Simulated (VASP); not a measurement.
# TaN (Fm-3m) in VASP: further runs

The runs below take TaN through single point, with PBE.

All numbers are computed with VASP 6.6.1; they aren't measurements. Logs are shortened: lines on timing, memory, paths and dates and some standing lists are left out, and cuts for length are marked.

## 1. The cell of the first run

The structure is cubic, space group Fm-3m (No. 225). The conventional cell has a = 4.358 Å, b = 4.358 Å, c = 4.358 Å, α = 90.00°, β = 90.00°, γ = 90.00°. Ta (site symmetry m-3m) has 6 N at 2.18 Å within 2.9 Å. Within 2.9 Å of N (site symmetry m-3m) lie 6 Ta at 2.18 Å.

## 2. Single point, PBE

INCAR

```
SYSTEM = TaN
PREC     = Accurate       ! precision mode
ENCUT    = 520            ! plane-wave cutoff, eV
EDIFF    = 1E-6           ! SCF threshold, eV
ISMEAR   = 0              ! smearing method
SIGMA    = 0.1            ! smearing width, eV
LREAL    = .FALSE.        ! projectors in reciprocal space
LASPH    = .TRUE.         ! aspherical terms in the spheres
NELM     = 80             ! most SCF steps
ALGO     = Normal         ! electronic algorithm
ISIF     = 2              ! what is computed and relaxed
LWAVE    = .FALSE.        ! write WAVECAR
LCHARG   = .FALSE.        ! write CHGCAR
GGA      = PE             ! functional
NBANDS   = 15             ! bands
```

KPOINTS

```
regular mesh
0
G
  8 8 8
  0 0 0
```

POSCAR

```
TaN
1.0
    0.0000000000      2.1790000000      2.1790000000
    2.1790000000      0.0000000000      2.1790000000
    2.1790000000      2.1790000000      0.0000000000
Ta N
1 1
Direct
    0.5000000000      0.5000000000      0.5000000000
    0.0000000000      0.0000000000      0.0000000000
```

Potentials or basis: VASP PAW PBE potentials, release 64 (Ta_pv, N).

Command:

```console
$ cat potpaw_PBE.64/Ta_pv/POTCAR potpaw_PBE.64/N/POTCAR > POTCAR
$ mpirun -np 1 vasp_std > vasp.out
```

OUTCAR:

```text
SYSTEM = TaN
   PREC = Accurate
   ENCUT = 520
   EDIFF = 1E-6
   ISMEAR = 0
   LREAL = .FALSE.
   LASPH = .TRUE.
   NELM = 80
   ISIF = 2
   GGA = PE

 ion  position               nearest neighbor table
   1  0.500  0.500  0.500-   2 2.18   2 2.18   2 2.18   2 2.18   2 2.18   2 2.18
   2  0.000  0.000  0.000-   1 2.18   1 2.18   1 2.18   1 2.18   1 2.18   1 2.18

  LATTYP: Found a face centered cubic cell.
 ALAT       =     4.3580000000

  Lattice vectors:

 A1 = (   0.0000000000,   2.1790000000,   2.1790000000)
 A2 = (   2.1790000000,   0.0000000000,   2.1790000000)
 A3 = (   2.1790000000,   2.1790000000,   0.0000000000)

Analysis of symmetry for initial positions (statically):
=====================================================================
 Subroutine PRICEL returns:
 Original cell was already a primitive cell.

 Routine SETGRP: Setting up the symmetry group for a
 face centered cubic supercell.

 Subroutine GETGRP returns: Found 48 space group operations
 (whereof 48 operations were pure point group operations)
 out of a pool of 48 trial point group operations.

The static configuration has the point symmetry O_h .

Analysis of symmetry for dynamics (positions and initial velocities):
=====================================================================
 Subroutine PRICEL returns:
 Original cell was already a primitive cell.

 Routine SETGRP: Setting up the symmetry group for a
 face centered cubic supercell.

 Subroutine GETGRP returns: Found 48 space group operations
 (whereof 48 operations were pure point group operations)
 out of a pool of 48 trial point group operations.

The dynamic configuration has the point symmetry O_h .

 Subroutine INISYM returns: Found 48 space group operations
 (whereof 48 operations are pure point group operations),
 and found     1 'primitive' translations

----------------------------------------------------------------------------------------

                                     Primitive cell

  volume of cell :      20.6920

  direct lattice vectors                    reciprocal lattice vectors
     0.000000000  2.179000000  2.179000000    -0.229463056  0.229463056  0.229463056
     2.179000000  0.000000000  2.179000000     0.229463056 -0.229463056  0.229463056
     2.179000000  2.179000000  0.000000000     0.229463056  0.229463056 -0.229463056

  length of vectors
     3.081571352  3.081571352  3.081571352     0.397441672  0.397441672  0.397441672

  position of ions in fractional coordinates (direct lattice)
[... 83 lines left out ...]
   IBRION =     -1    ionic relax: 0-MD 1-quasi-New 2-CG
   NFREE  =      0    steps in history (QN), initial steepest desc. (CG)
   ISIF   =      2    stress and relaxation
   ISYM   =      2    0-nonsym 1-usesym 2-fastsym
   POTIM  = 0.5000    time-step for ionic-motion
   TEBEG  =    0.0;   TEEND  =   0.0 temperature during run
   PSTRESS=    0.0 pullay stress
   NELECT =      16.0000    total number of electrons
   NUPDOWN=      -1.0000    fix difference up-down
   EMIN   =  10.00;   EMAX   =-10.00  energy-range for DOS
   EFERMI =   0.00;   METHOD = LEGACY
   ISMEAR =     0;   SIGMA  =   0.10  broadening in eV -4-tet -1-fermi 0-gaus
   EFERMI_NEDOS =   21; number of points for ismear=-14 and -15
   IALGO  =     38    algorithm
   IMIX   =      4    mixing-type and parameters
     AMIX     =   0.40;   BMIX     =  1.00
     AMIX_MAG =   1.60;   BMIX_MAG =  1.00
  volume/ion in A,a.u.               =      10.35        69.82
  Fermi-wavevector in a.u.,A,eV,Ry     =   1.502615  2.839530 30.719922  2.257851
  Thomas-Fermi vector in A             =   2.613832
   LORBIT       =      0    0 simple, 1 ext, 2 COOP (PROOUT), +10 PAW based schemes
   GGA     = PE    functional components
   LHFCALC =     F    Hartree Fock is set to
   AEXX    =    0.0000 exact exchange contribution
   IVDW    =     0    specifies the selected vdW correction
   LEPSILON=     F    determine dielectric tensor
   LRPA    =     F    only Hartree local field effects (RPA)
 non-spin polarized calculation
 Gauss-broadening in eV      SIGMA  =   0.10
  energy-cutoff  :      520.00
  volume of cell :       20.69
 maximum number of plane-waves:       568
   NGX = 11   NGY = 11   NGZ = 11

 number of electron      16.0000000 magnetization

 Free energy of the ion-electron system (eV)
  ---------------------------------------------------
  ext. energy  EPLUGINS =         0.00000000
  ---------------------------------------------------
  free energy    TOTEN  =       -21.75985626 eV

  energy without entropy =      -21.75677979  energy(sigma->0) =      -21.75831803

 E-fermi :   9.9161     XC(G=0): -13.5879

 val. band max:        9.8404874725   @ k =  -0.2500   0.3750   0.1250
 cond. band min:       9.9344607652   @ k =   0.0000   0.0000   0.0000
 fundamental gap:      0.0939732927
 Fermi energy:         9.9161064128

 k-point     1 :       0.0000    0.0000    0.0000
  band No.  band energies     occupation
      1     -25.8566      2.00000
      2     -25.8566      2.00000
      3     -25.8566      2.00000
      4      -9.2291      2.00000
      5       5.9562      2.00000
      6       5.9562      2.00000
      7       5.9562      2.00000
      8       7.6790      2.00000
      9       7.6790      2.00000
     10       7.6790      2.00000
     11       9.9345      0.79520
     12       9.9345      0.79519
     13      11.6183      0.00000
     14      19.2754      0.00000
[... 401 lines left out ...]
      2     -26.1865      2.00000
      3     -26.0279      2.00000
      4      -6.6868      2.00000
      5       0.5113      2.00000
      6       2.6205      2.00000
      7       2.6683      2.00000
      8      10.0791      0.02117
      9      10.5493      0.00000
     10      12.5908      0.00000
     11      15.2499      0.00000
     12      16.4620      0.00000
     13      18.5021      0.00000
     14      20.4682      0.00000
     15      22.3116      0.00000

 [... further k-points ...]
[... 5 lines left out ...]
  --------------------------------------------------------------------------------------
  -------------------------------------------------------------------------------------
  Total        2.0302747      2.0302747      2.0302747      0.0000000      0.0000000      0.0000000
  in kB      157.2040376    157.2040376    157.2040376      0.0000000      0.0000000      0.0000000
  external PRESSURE =     157.2040376 kB  Pullay stress =       0.0000000 kB

 VOLUME and BASIS-vectors are now :
 -----------------------------------------------------------------------------
  energy-cutoff  :      520.00
  volume of cell :       20.69
      direct lattice vectors                 reciprocal lattice vectors
     0.000000000  2.179000000  2.179000000    -0.229463056  0.229463056  0.229463056
     2.179000000  0.000000000  2.179000000     0.229463056 -0.229463056  0.229463056
     2.179000000  2.179000000  0.000000000     0.229463056  0.229463056 -0.229463056

 POSITION                                       TOTAL-FORCE (eV/Angst)
 -----------------------------------------------------------------------------------
      2.17900      2.17900      2.17900         0.000000      0.000000      0.000000
      0.00000      0.00000      0.00000        -0.000000     -0.000000     -0.000000
 -----------------------------------------------------------------------------------
    total drift:                                0.000000     -0.000000     -0.000000

  FREE ENERGIE OF THE ION-ELECTRON SYSTEM (eV)
  ---------------------------------------------------
  free  energy   TOTEN  =       -21.7598562622 eV

  energy  without entropy=      -21.7567797903  energy(sigma->0) =      -21.75831803
```

OSZICAR:

```text
N       E                     dE             d eps       ncg     rms          rms(c)
DAV:   1     0.852021725039E+02    0.85202E+02   -0.89051E+03   870   0.114E+03
DAV:   2    -0.222205727947E+02   -0.10742E+03   -0.10175E+03  1094   0.298E+02
DAV:   3    -0.247653007615E+02   -0.25447E+01   -0.25326E+01   947   0.422E+01
DAV:   4    -0.247744635976E+02   -0.91628E-02   -0.91602E-02  1150   0.281E+00
DAV:   5    -0.247745237007E+02   -0.60103E-04   -0.60102E-04   961   0.200E-01    0.256E+01
DAV:   6    -0.218460339979E+02    0.29285E+01   -0.56033E+00  1026   0.267E+01    0.106E+01
DAV:   7    -0.217924534992E+02    0.53580E-01   -0.51761E-01  1017   0.596E+00    0.740E+00
DAV:   8    -0.217671733728E+02    0.25280E-01   -0.13299E-01   996   0.313E+00    0.186E+00
DAV:   9    -0.217598848396E+02    0.72885E-02   -0.18908E-02   961   0.113E+00    0.289E-01
DAV:  10    -0.217598849291E+02   -0.89490E-07   -0.13709E-03  1003   0.374E-01    0.592E-02
DAV:  11    -0.217598569474E+02    0.27982E-04   -0.62817E-05   982   0.906E-02    0.259E-02
DAV:  12    -0.217598562622E+02    0.68525E-06   -0.74296E-06   954   0.266E-02
   1 F= -.21759856E+02 E0= -.21758318E+02  d E =-.307647E-02
```

It took 3.7 s on 1 thread of Intel Xeon 6975P-C (Granite Rapids), shared host; peak memory 0.14 GiB.

What came out:

* Free energy: -21.7599 eV
* Pressure: 15.7 GPa
* Band gap on the k mesh: zero (band 8 reaches 11.85 eV, above the bottom of band 9 at 7.68 eV)

Caveat: spin-orbit coupling is left out, which moves the levels of the heavy elements.

## 3. Single point, PBE

This run uses another cell than the first one, of 10.78 Å³/atom, 1.042 times its volume.

INCAR

```
PREC = Accurate
ENCUT = 520
EDIFF = 1E-6
ISMEAR = 0
SIGMA = 0.1
LREAL = F
LASPH = T
NELM = 60
ALGO = Normal
ISIF = 2
LWAVE = F
LCHARG = F
GGA = PE
NBANDS = 15
```

KPOINTS

```
regular mesh
0
Gamma
  8 8 8
```

POSCAR

```
TaN
1.0
    0.0000000000      2.2090701141      2.2090701141
    2.2090701141      0.0000000000      2.2090701141
    2.2090701141      2.2090701141      0.0000000000
Ta N
1 1
Direct
    0.5000000000      0.5000000000      0.5000000000
    0.0000000000      0.0000000000      0.0000000000
```

Potentials or basis: VASP PAW PBE potentials, release 64 (Ta_pv, N).

Command:

```console
$ cat potpaw_PBE.64/Ta_pv/POTCAR potpaw_PBE.64/N/POTCAR > POTCAR
$ mpirun -np 1 vasp_std > vasp.out
```

Wall time 3.7 s (1 thread of Intel Xeon 6975P-C (Granite Rapids), shared host); peak memory 0.13 GiB.

Results (log left out):

```yaml
Free_energy: -21.8037 eV
Pressure: 0.7 GPa
Band_gap_on_the_k_mesh: zero (band 8 reaches 11.25 eV, above the bottom of band 9 at 7.32 eV)
```

Levels at points of the mesh, in eV from the Fermi level:
```tsv
k point	band 5	band 6	band 7	band 8	band 9	band 10	band 11	band 12
(0.00, 0.00, 0.00)	-3.84	-3.84	-3.84	-2.12	-2.12	-2.12	0.01	0.01
(0.50, 0.00, 0.00)	-10.32	-7.53	-7.53	1.81	1.81	1.90	3.72	7.33
(0.50, 0.50, 0.00)	-6.67	-5.43	-4.66	-4.66	2.02	3.41	3.41	4.34
```

Caveat: spin-orbit coupling is left out, which moves the levels of the heavy elements.
